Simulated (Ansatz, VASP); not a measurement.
# NaH in VASP and in Ansatz

Contents of POSCAR:

```
NaH
1.0
    3.9382871422      0.0000000000      0.0000000000
   -1.9691435711      3.4106567126      0.0000000000
    0.0000000000      0.0000000000      4.8128279887
Na H
2 2
Direct
    0.3333333333      0.6666666667      0.2500000000
    0.6666666667      0.3333333333      0.7500000000
    0.6666666667      0.3333333333      0.2500000000
    0.3333333333      0.6666666667      0.7500000000
```

The input INCAR.step1:

```
PREC = Accurate
ENCUT = 520
ISMEAR = -1
SIGMA = 0.03
LREAL = F
LASPH = T
NELM = 60
NBANDS = 16
GGA = PE
ALGO = Normal
EDIFF = 1E-4
LWAVE = T
LCHARG = F
```

Contents of INCAR.step2:

```
PREC = Accurate
ENCUT = 520
EDIFF = 1E-7
ISMEAR = -1
SIGMA = 0.03
LREAL = F
LASPH = T
NELM = 60
ALGO = Normal
ISIF = 2
LWAVE = F
LCHARG = F
METAGGA = R2SCAN
LMIXTAU = T
LUSE_VDW = T
IVDW_NL = 2
BPARAM = 11.95
CPARAM = 0.0093
NBANDS = 16
ISTART = 1
```

Contents of KPOINTS:

```
regular mesh
0
Gamma
  12 12 6
```

Input for Ansatz:

```yaml
crystal:
  lattice:
    - [3.9382871422, 0.0, 0.0]
    - [-1.9691435711, 3.4106567126, 0.0]
    - [0.0, 0.0, 4.8128279887]
  atoms:
    - { symbol: Na, position: [0.3333333333, 0.6666666667, 0.25] }
    - { symbol: Na, position: [0.6666666667, 0.3333333333, 0.75] }
    - { symbol: H, position: [0.6666666667, 0.3333333333, 0.25] }
    - { symbol: H, position: [0.3333333333, 0.6666666667, 0.75] }
kpoints:
  mp_grid: { grid: [12, 12, 6] }
  band_path:
    path:
      - [0.0, 0.0, 0.0]
      - [0.5, 0.0, 0.0]
      - [0.3333333333, 0.3333333333, 0.0]
      - [0.0, 0.0, 0.5]
      - [0.5, 0.0, 0.5]
      - [0.3333333333, 0.3333333333, 0.5]
    npoints: 1
hamiltonian:
  xc: r2scan
  dispersion: rvv10
scf:
  occupations: { method: fermi_dirac, width: 0.03 }
  n_extra_bands: 5
output:
  forces: true
  stress: true
  eigenvalues: true
```

Alike in both runs: task single point; functional r2SCAN; dispersion rVV10; k mesh 12 × 12 × 6; occupations fermi-dirac, width 0.03 eV; no spin polarisation.

```csv
,VASP,Ansatz
version,VASP 6.6.1,Ansatz 0.2.0
potentials or method,"VASP PAW PBE potentials, release 64 (Na_pv, H)","plane waves, PAW"
plane-wave cutoff (eV),520,500
valence electrons in the cell,16,20
```

```tsv
	VASP	Ansatz	Ansatz less VASP
gap on the k mesh at the Fermi level (eV)	3.60	3.59	-0.008
pressure (GPa)	-0.2	0.0	+0.19
traceless stress, the component that is largest in VASP (GPa)	-0.10	-0.02	+0.079
```

VASP's potentials were made for PBE, not for r2SCAN. VASP's potentials hold 16 valence electrons a cell and Ansatz's 20, so a difference there can come from the potentials and not from the codes.
